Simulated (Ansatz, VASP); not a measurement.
# CuI in VASP and in Ansatz

The input INCAR:

```
PREC = Accurate
ENCUT = 520
EDIFF = 1E-6
ISMEAR = -1
SIGMA = 0.02
LREAL = F
LASPH = T
NELM = 150
ALGO = Normal
ISIF = 2
LWAVE = F
LCHARG = F
MAGMOM = 0 0 0 0 0 0
LORBIT = 11
LSORBIT = T
GGA_COMPAT = F
LORBMOM = T
LMAXMIX = 4
GGA = PE
NBANDS = 30
```

File KPOINTS:

```
regular mesh
0
Gamma
  8 8 8
```

The input POSCAR:

```
CuI
1.0
    0.0000000000      3.0120290779      3.0120290779
    3.0120290779      0.0000000000      3.0120290779
    3.0120290779      3.0120290779      0.0000000000
Cu I
1 1
Direct
    0.0000000000      0.0000000000      0.0000000000
    0.2500000000      0.2500000000      0.2500000000
```

Input for Ansatz:

```yaml
crystal:
  lattice:
    - [0.0, 3.0120290779, 3.0120290779]
    - [3.0120290779, 0.0, 3.0120290779]
    - [3.0120290779, 3.0120290779, 0.0]
  atoms:
    - { symbol: Cu, position: [0.0, 0.0, 0.0] }
    - { symbol: I, position: [0.25, 0.25, 0.25] }
kpoints:
  mp_grid: { grid: [8, 8, 8] }
  band_path:
    path:
      - [0.0, 0.0, 0.0]
      - [-0.5, -0.5, 0.0]
      - [-0.375, -0.375, 0.25]
      - [-0.375, 0.0, 0.375]
      - [0.0, 0.0, 0.5]
      - [-0.5, -0.25, 0.25]
    npoints: 1
hamiltonian:
  xc: pbe
scf:
  occupations: { method: fermi_dirac, width: 0.02 }
  n_extra_bands: 8
magnetization:
  noncollinear: true
  spin_orbit: true
output:
  forces: true
  stress: true
  eigenvalues: true
  write_density: true
  write_potential: true
  elf: true
  volumetric_format: npy
```

Alike in both runs: task single point; functional PBE; k mesh 8 × 8 × 8; occupations fermi-dirac, width 0.02 eV; non-collinear spin, spin-orbit coupling.

```csv
,VASP,Ansatz
version,VASP 6.6.1,Ansatz 0.2.0
potentials or method,"VASP PAW PBE potentials, release 64 (Cu, I)","plane waves, PAW"
plane-wave cutoff (eV),520,420
valence electrons in the cell,18,36
```

```tsv
	VASP	Ansatz	Ansatz less VASP
pressure (GPa)	1.6	1.2	-0.36
net moment per atom (μB)	0.00	0.00	0.000
```

The functional is the same, so the differences come from potentials, cutoffs and numerics. VASP's potentials hold 18 valence electrons a cell and Ansatz's 36, so a difference there can come from the potentials and not from the codes.
